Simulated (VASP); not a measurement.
# GeSe (Pnma) in VASP: single point with r2SCAN

Aim: the single point of GeSe with r2SCAN.

Program: VASP 6.6.1. These are calculated values, not measurements. Logs are shortened: lines on timing, memory, paths and dates and some standing lists are left out, and cuts for length are marked.

## Step 1: The cell of the first run

The structure is orthorhombic, space group Pnma (No. 62). Conventional cell: a = 11.010 Å, b = 3.804 Å, c = 4.536 Å, α = 90.00°, β = 90.00°, γ = 90.00°. Ge (site symmetry m) has 6 Se at 2.56 to 3.51 Å and 2 Ge at 3.51 Å within 3.6 Å. Se (site symmetry m) has 6 Ge at 2.56 to 3.51 Å and 8 Se at 3.71 to 3.80 Å within 3.9 Å.

## Step 2: Single point, r2SCAN

Input file POSCAR:

```
GeSe
1.0
   11.0103044784      0.0000000000      0.0000000000
    0.0000000000      3.8043314846      0.0000000000
    0.0000000000      0.0000000000      4.5363774144
Ge Se
4 4
Direct
    0.1254375754      0.7500000000      0.8860310700
    0.6254375754      0.7500000000      0.6139689300
    0.3745624246      0.2500000000      0.3860310700
    0.8745624246      0.2500000000      0.1139689300
    0.8516134824      0.7500000000      0.4877997361
    0.3516134824      0.7500000000      0.0122002639
    0.6483865176      0.2500000000      0.9877997361
    0.1483865176      0.2500000000      0.5122002639
```

Input file INCAR.step1:

```
PREC = Accurate ; ENCUT = 550
ISMEAR = 0 ; SIGMA = 0.01
LREAL = F ; LASPH = T
NELM = 120 ; NBANDS = 50
GGA = PE ; ALGO = Normal
EDIFF = 1E-5 ; LWAVE = T
LCHARG = F ; GGA_COMPAT = F
```

Input file INCAR.step2:

```
PREC = Accurate ; ENCUT = 550
EDIFF = 1E-6 ; ISMEAR = 0
SIGMA = 0.01 ; LREAL = F
LASPH = T ; NELM = 120
ALGO = Normal ; ISIF = 2
LWAVE = F ; LCHARG = T
METAGGA = R2SCAN ; LMIXTAU = T
LELF = T ; LVHAR = T
NBANDS = 50 ; ISTART = 1
GGA_COMPAT = F
```

Input file KPOINTS:

```
regular mesh
0
Gamma
  2 6 6
```

Potentials or basis: VASP PAW PBE potentials, release 64 (Ge_d, Se).

The run is started by

```console
> cat potpaw_PBE.64/Ge_d/POTCAR potpaw_PBE.64/Se/POTCAR > POTCAR
> cp INCAR.step1 INCAR
> mpirun -np 1 vasp_std > vasp.out
> cp INCAR.step2 INCAR
> mpirun -np 1 vasp_std > vasp.out
```

OUTCAR:

```text
PREC = Accurate
   ENCUT = 550
   EDIFF = 1E-6
   ISMEAR = 0
   LREAL = F
   LASPH = T
   NELM = 120
   ISIF = 2
   METAGGA = R2SCAN
   ISTART = 1

 ion  position               nearest neighbor table
   1  0.125  0.750  0.886-   6 2.56   8 2.56   8 2.56
   2  0.625  0.750  0.614-   5 2.56   7 2.56   7 2.56
   3  0.375  0.250  0.386-   8 2.56   6 2.56   6 2.56
   4  0.875  0.250  0.114-   7 2.56   5 2.56   5 2.56
   5  0.852  0.750  0.488-   2 2.56   4 2.56   4 2.56
   6  0.352  0.750  0.012-   1 2.56   3 2.56   3 2.56
   7  0.648  0.250  0.988-   4 2.56   2 2.56   2 2.56
   8  0.148  0.250  0.512-   3 2.56   1 2.56   1 2.56

  LATTYP: Found a simple orthorhombic cell.
 ALAT       =     3.8043314846
 B/A-ratio  =     1.1924243281
 C/A-ratio  =     2.8941496089

  Lattice vectors:

 A1 = (   0.0000000000,   3.8043314846,   0.0000000000)
 A2 = (   0.0000000000,   0.0000000000,   4.5363774144)
 A3 = (  11.0103044784,   0.0000000000,   0.0000000000)

Analysis of symmetry for initial positions (statically):
=====================================================================
 Subroutine PRICEL returns:
 Original cell was already a primitive cell.

 Routine SETGRP: Setting up the symmetry group for a
 simple orthorhombic supercell.

 Subroutine GETGRP returns: Found  8 space group operations
 (whereof  2 operations were pure point group operations)
 out of a pool of  8 trial point group operations.

The static configuration has the point symmetry S_2 .
 The point group associated with its full space group is D_2h.

Analysis of symmetry for dynamics (positions and initial velocities):
=====================================================================
 Subroutine PRICEL returns:
 Original cell was already a primitive cell.

 Routine SETGRP: Setting up the symmetry group for a
 simple orthorhombic supercell.

 Subroutine GETGRP returns: Found  8 space group operations
 (whereof  2 operations were pure point group operations)
 out of a pool of  8 trial point group operations.

The dynamic configuration has the point symmetry S_2 .
 The point group associated with its full space group is D_2h.

 Subroutine INISYM returns: Found  8 space group operations
 (whereof  2 operations are pure point group operations),
 and found     1 'primitive' translations

----------------------------------------------------------------------------------------

                                     Primitive cell

  volume of cell :     190.0146

  direct lattice vectors                    reciprocal lattice vectors
    11.010304478  0.000000000  0.000000000     0.090824010  0.000000000  0.000000000
     0.000000000  3.804331485  0.000000000     0.000000000  0.262858272  0.000000000
     0.000000000  0.000000000  4.536377414     0.000000000  0.000000000  0.220440212

  length of vectors
    11.010304478  3.804331485  4.536377414     0.090824010  0.262858272  0.220440212

  position of ions in fractional coordinates (direct lattice)
     0.125437575  0.750000000  0.886031070
     0.625437575  0.750000000  0.613968930
     0.374562425  0.250000000  0.386031070
     0.874562425  0.250000000  0.113968930
     0.851613482  0.750000000  0.487799736
     0.351613482  0.750000000  0.012200264
     0.648386518  0.250000000  0.987799736
     0.148386518  0.250000000  0.512200264

  ion indices of the primitive-cell ions
   primitive index   ion index
                 1           1
                 2           2
                 3           3
                 4           4
                 5           5
                 6           6
                 7           7
                 8           8

----------------------------------------------------------------------------------------

 KPOINTS: regular mesh

Automatic generation of k-mesh.
 Grid dimensions read from file:
 generate k-points for:    2    6    6

 Generating k-lattice:

  Cartesian coordinates                     Fractional coordinates (reciprocal lattice)
     0.045412005  0.000000000  0.000000000     0.500000000  0.000000000  0.000000000
     0.000000000  0.043809712  0.000000000     0.000000000  0.166666667  0.000000000
     0.000000000  0.000000000  0.036740035     0.000000000  0.000000000  0.166666667

  Length of vectors
     0.045412005  0.043809712  0.036740035

  Shift w.r.t. Gamma in fractional coordinates (k-lattice)
     0.000000000  0.000000000  0.000000000

 Subroutine IBZKPT returns following result:
 ===========================================

 Found     32 irreducible k-points:

 Following reciprocal coordinates:
            Coordinates               Weight
  0.000000  0.000000  0.000000      1.000000
  0.500000  0.000000  0.000000      1.000000
  0.000000  0.166667  0.000000      2.000000
  0.500000  0.166667  0.000000      2.000000
  0.000000  0.333333  0.000000      2.000000
  0.500000  0.333333  0.000000      2.000000
[... 16 lines left out ...]
  0.000000  0.500000  0.333333      2.000000
  0.500000  0.500000  0.333333      2.000000
 [... further k-points ...]
   k-points           NKPTS =     32   k-points in BZ     NKDIM =     32   number of bands    NBANDS=     50
   number of dos      NEDOS =    301   number of ions     NIONS =      8
   total plane-waves  NPLWV =  90720
   dimension x,y,z NGX =    84 NGY =   30 NGZ =   36
   dimension x,y,z NGXF=   168 NGYF=   60 NGZF=   72
   ions per type =               4   4
   NGX,Y,Z   is equivalent  to a cutoff of  12.68, 13.11, 13.19 a.u.
   NGXF,Y,Z  is equivalent  to a cutoff of  25.37, 26.22, 26.39 a.u.
 SYSTEM =  unknown system
   PREC   = accura    normal or accurate (medium, high low for compatibility)
   ISTART =      1    job   : 0-new  1-cont  2-samecut
   ICHARG =      0    charge: 1-file 2-atom 10-const
   ISPIN  =      1    spin polarized calculation?
   LNONCOLLINEAR =      F non collinear calculations
   LSORBIT =      F    spin-orbit coupling
   LASPH  =      T    aspherical Exc in radial PAW
   ENCUT  =  550.0 eV  40.42 Ry    6.36 a.u.  21.05  7.27  8.67*2*pi/ulx,y,z
   NELM   =    120;   NELMIN=  2; NELMDL=  0     # of ELM steps
   EDIFF  = 0.1E-05   stopping-criterion for ELM
   LREAL  =      F    real-space projection
   EDIFFG = 0.1E-04   stopping-criterion for IOM
   NSW    =      0    number of steps for IOM
   IBRION =     -1    ionic relax: 0-MD 1-quasi-New 2-CG
   NFREE  =      0    steps in history (QN), initial steepest desc. (CG)
   ISIF   =      2    stress and relaxation
   ISYM   =      2    0-nonsym 1-usesym 2-fastsym
   POTIM  = 0.5000    time-step for ionic-motion
   TEBEG  =    0.0;   TEEND  =   0.0 temperature during run
   PSTRESS=    0.0 pullay stress
   NELECT =      80.0000    total number of electrons
   NUPDOWN=      -1.0000    fix difference up-down
   EMIN   =  10.00;   EMAX   =-10.00  energy-range for DOS
   EFERMI =   0.00;   METHOD = LEGACY
   ISMEAR =     0;   SIGMA  =   0.01  broadening in eV -4-tet -1-fermi 0-gaus
   EFERMI_NEDOS =   21; number of points for ismear=-14 and -15
   IALGO  =     38    algorithm
   IMIX   =      4    mixing-type and parameters
     AMIX     =   0.40;   BMIX     =  1.00
     AMIX_MAG =   1.60;   BMIX_MAG =  1.00
  volume/ion in A,a.u.               =      23.75       160.29
  Fermi-wavevector in a.u.,A,eV,Ry     =   1.226994  2.318683 20.483775  1.505515
  Thomas-Fermi vector in A             =   2.361974
   LORBIT       =      0    0 simple, 1 ext, 2 COOP (PROOUT), +10 PAW based schemes
   METAGGA = R2SCAN    functional components
   LHFCALC =     F    Hartree Fock is set to
   AEXX    =    0.0000 exact exchange contribution
   IVDW    =     0    specifies the selected vdW correction
   LEPSILON=     F    determine dielectric tensor
   LRPA    =     F    only Hartree local field effects (RPA)
 non-spin polarized calculation
 Gauss-broadening in eV      SIGMA  =   0.01
  energy-cutoff  :      550.00
  volume of cell :      190.01
 maximum number of plane-waves:      5598
   NGX = 43   NGY = 15   NGZ = 17

 number of electron      79.9999980 magnetization

 Free energy of the ion-electron system (eV)
  ---------------------------------------------------
  ext. energy  EPLUGINS =         0.00000000
  ---------------------------------------------------
  free energy    TOTEN  =      -114.30880418 eV

  energy without entropy =     -114.30880418  energy(sigma->0) =     -114.30880418

 E-fermi :   3.9698     XC(G=0): -10.3494

 val. band max:        3.8434303325   @ k =   0.0000   0.0000   0.0000
 cond. band min:       4.8790876075   @ k =   0.0000   0.0000   0.0000
 fundamental gap:      1.0356572749
 Fermi energy:         3.9697729559

 k-point     1 :       0.0000    0.0000    0.0000
  band No.  band energies     occupation
      1     -21.3790      2.00000
      2     -21.3765      2.00000
      3     -21.3738      2.00000
      4     -21.3727      2.00000
      5     -21.3725      2.00000
      6     -21.3718      2.00000
[... 42 lines left out ...]
     49       9.1786      0.00000
     50       9.7042      0.00000

 k-point     2 :       0.5000    0.0000    0.0000
  band No.  band energies     occupation
      1     -21.3780      2.00000
      2     -21.3780      2.00000
      3     -21.3734      2.00000
      4     -21.3734      2.00000
      5     -21.3715      2.00000
      6     -21.3715      2.00000
[... 42 lines left out ...]
     49       9.4251      0.00000
     50       9.4252      0.00000

 k-point     3 :       0.0000    0.1667    0.0000
  band No.  band energies     occupation
      1     -21.3774      2.00000
      2     -21.3766      2.00000
      3     -21.3752      2.00000
      4     -21.3744      2.00000
      5     -21.3714      2.00000
      6     -21.3711      2.00000
[... 1102 lines left out ...]
     49       8.9437      0.00000
     50       8.9437      0.00000

 k-point    24 :       0.5000    0.5000    0.3333
  band No.  band energies     occupation
      1     -21.3803      2.00000
      2     -21.3803      2.00000
      3     -21.3803      2.00000
      4     -21.3803      2.00000
      5     -21.3654      2.00000
      6     -21.3654      2.00000
[... 42 lines left out ...]
     49       9.7251      0.00000
     50       9.7251      0.00000

 [... further k-points ...]

------------------------ aborting loop because EDIFF is reached ----------------------------------------

  FORCE on cell =-STRESS in cart. coord.  units (eV):
  Direction    XX          YY          ZZ          XY          YZ          ZX
  --------------------------------------------------------------------------------------
  -------------------------------------------------------------------------------------
  Total        1.0630457      1.0013180      1.1163381      0.0000000      0.0000000      0.0000000
  in kB        8.9634598      8.4429797      9.4128137      0.0000000      0.0000000      0.0000000
  external PRESSURE =       8.9397511 kB  Pullay stress =       0.0000000 kB

 VOLUME and BASIS-vectors are now :
 -----------------------------------------------------------------------------
  energy-cutoff  :      550.00
  volume of cell :      190.01
      direct lattice vectors                 reciprocal lattice vectors
    11.010304478  0.000000000  0.000000000     0.090824010  0.000000000  0.000000000
     0.000000000  3.804331485  0.000000000     0.000000000  0.262858272  0.000000000
     0.000000000  0.000000000  4.536377414     0.000000000  0.000000000  0.220440212

 POSITION                                       TOTAL-FORCE (eV/Angst)
 -----------------------------------------------------------------------------------
      1.38111      2.85325      4.01937         0.008950      0.000000     -0.008278
      6.88626      2.85325      2.78519         0.008950      0.000000      0.008278
      4.12405      0.95108      1.75118        -0.008950      0.000000     -0.008278
      9.62920      0.95108      0.51701        -0.008950      0.000000      0.008278
      9.37652      2.85325      2.21284        -0.013829      0.000000     -0.013684
      3.87137      2.85325      0.05535        -0.013829     -0.000000      0.013684
      7.13893      0.95108      4.48103         0.013829     -0.000000     -0.013684
      1.63378      0.95108      2.32353         0.013829      0.000000      0.013684
 -----------------------------------------------------------------------------------
    total drift:                                0.000000      0.000000     -0.000000

  FREE ENERGIE OF THE ION-ELECTRON SYSTEM (eV)
  ---------------------------------------------------
  free  energy   TOTEN  =      -114.3088041801 eV

  energy  without entropy=     -114.3088041801  energy(sigma->0) =     -114.30880418
```

Wall time 9.5 min (1 thread of Intel Xeon Platinum 8488C (Sapphire Rapids), shared host); peak memory 0.47 GiB.

Results:

* Free energy: -114.3088 eV
* Pressure: 0.9 GPa
* Largest force: 0.019 eV/Å
* Band gap on the k mesh: 1.04 eV

Forces on the atoms (eV/Å):
```
Ge   0.009  0.000 -0.008
Ge   0.009  0.000  0.008
Ge  -0.009  0.000 -0.008
Ge  -0.009  0.000  0.008
Se  -0.014  0.000 -0.014
Se  -0.014  0.000  0.014
Se   0.014  0.000 -0.014
Se   0.014  0.000  0.014
```

Caveat: the PAW data sets were made with another functional, which shifts forces and pressure a little.
